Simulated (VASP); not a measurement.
# BaIn3P3: relaxation of cell and atoms with PBE

The system is BaIn3P3.

```
CELL_PARAMETERS angstrom
5.66283 0.00000 0.00000
0.00000 5.66283 0.00000
0.00000 0.00000 5.66283
ATOMIC_POSITIONS crystal
Ba 0.50000 0.50000 0.50000
In 0.50000 0.50000 0.00000
In 0.00000 0.50000 0.50000
In 0.50000 0.00000 0.50000
P 0.50000 0.00000 0.00000
P 0.00000 0.50000 0.00000
P 0.00000 0.00000 0.50000
```

```yaml
Program: VASP 6.6.1
Task: relaxation of cell and atoms
Functional: PBE
Potentials_or_basis: VASP PAW PBE potentials, release 64 (Ba_sv, In_d, P)
Cutoff: 600 eV
k_mesh: 4 × 4 × 4
Occupations: gaussian, width 0.1 eV
Spin: no spin polarisation
Dipole_correction: no
Further_INCAR_settings: ALGO = Normal; EDIFF = 1e-06; IBRION = 2; EDIFFG = -0.04; NSW = 90; ISIF = 3
```

```yaml
Relaxed_volume: 31.61 Å³/atom
Relaxed_cell: a = 6.048 Å, b = 6.048 Å, c = 6.048 Å, α = 90.00°, β = 90.00°, γ = 90.00°
Space_group_after_relaxing_to_0.05_Å: Pm-3m (No. 221)
Energy_gained_by_relaxing: 137.6 meV/atom
Ionic_steps: 3
Pressure_after_relaxing: 0.0 GPa
Band_gap_on_the_k_mesh: zero (band 32 reaches 3.84 eV, above the bottom of band 33 at 3.32 eV)
```

Step by step:
```
step  energy change (eV)  largest force (eV/Å)  pressure (GPa)  volume (Å³)
   1              0.0000                0.0000            9.27       181.59
   2             -0.9604                0.0000           -0.32       223.95
   3             -0.9629                0.0000            0.02       221.27
```

Final structure:
```xyz
7
Lattice="6.0484 0.0000 0.0000 0.0000 6.0484 0.0000 0.0000 0.0000 6.0484" Properties=species:S:1:pos:R:3 pbc="T T T"
Ba    3.0242    3.0242    3.0242
In    3.0242    3.0242    0.0000
In    0.0000    3.0242    3.0242
In    3.0242    0.0000    3.0242
P     3.0242    0.0000    0.0000
P     0.0000    3.0242    0.0000
P     0.0000    0.0000    3.0242
```

Levels at points of the mesh, in eV from the Fermi level:
```csv
k point,band 30,band 31,band 32,band 33,band 34,band 35
"(0.00, 0.00, 0.00)",-1.95,-1.95,0.08,0.08,0.08,1.91
"(0.50, 0.00, 0.00)",-0.74,-0.73,-0.11,-0.11,0.83,1.41
"(0.50, 0.50, 0.00)",-0.79,-0.50,0.26,0.74,1.08,1.08
"(0.50, 0.50, 0.50)",-0.25,-0.14,-0.14,0.44,0.44,0.66
```

It took 3.3 min on 1 thread of Intel(R) Xeon(R) Platinum 8488C (Sapphire Rapids), on a shared host, peak memory 0.38 GiB.

Caveat: the volume moved by over 15 % at a fixed basis, so the end points are rough; spin-orbit coupling is left out, which moves the levels of the heavy elements.
